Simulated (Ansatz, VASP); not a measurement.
## Cr: VASP beside Ansatz

File INCAR:

```
SYSTEM = Cr
ALGO = Fast
EDIFF = 1E-6
ENCUT = 520
GGA = PS
ISIF = 2
ISMEAR = 0
LASPH = .TRUE.
LCHARG = .FALSE.
LREAL = .FALSE.
LWAVE = .FALSE.
NBANDS = 12
NELM = 60
PREC = Accurate
SIGMA = 0.15
```

Contents of KPOINTS:

```
k-points
0
G
  26 26 26
  0 0 0
```

POSCAR

```
Cr
1.0
   -1.3569269018      1.3569269018      1.6283122822
    1.3569269018     -1.3569269018      1.6283122822
    1.3569269018      1.3569269018     -1.6283122822
Cr
1
Direct
    0.0000000000      0.0000000000      0.0000000000
```

Input for Ansatz:

```yaml
crystal:
  lattice:
    - [-1.3569269018, 1.3569269018, 1.6283122822]
    - [1.3569269018, -1.3569269018, 1.6283122822]
    - [1.3569269018, 1.3569269018, -1.6283122822]
  atoms:
    - { symbol: Cr, position: [0.0, 0.0, 0.0] }
basis:
  ecutwfc: 420
kpoints:
  mp_grid: { grid: [26, 26, 26] }
hamiltonian:
  xc: pbesol
scf:
  occupations: { method: gaussian, width: 0.15 }
output:
  forces: true
  stress: true
  eigenvalues: true
  write_density: true
  write_potential: true
  elf: true
  volumetric_format: npy
```

Alike in both runs: task single point; functional PBEsol; k mesh 26 × 26 × 26; occupations gaussian, width 0.15 eV; no spin polarisation.

|  | VASP | Ansatz |
| --- | --- | --- |
| version | VASP 6.6.1 | Ansatz 0.2.0 |
| potentials or method | VASP PAW PBE potentials, release 64 (Cr_pv), cutoff 520 eV | scalar-relativistic, plane waves, PAW |
| valence electrons in the cell | 12 | 14 |

VASP gave:

* gap on the k mesh at the Fermi level (eV): none
* pressure (GPa): -13.9
* traceless stress, the component that is largest in VASP (GPa): -21.95

Which values does Ansatz return?

gap on the k mesh at the Fermi level (eV): none; pressure (GPa): -13.6; traceless stress, the component that is largest in VASP (GPa): -22.11.

VASP's potentials were made for PBE, not for PBEsol. A gap of «none» marks a metal or a gap that the smearing closes. With one functional, cell and mesh, what is left measures potentials, basis and numerics. VASP's potentials hold 12 valence electrons a cell and Ansatz's 14, so a difference there can come from the potentials and not from the codes.
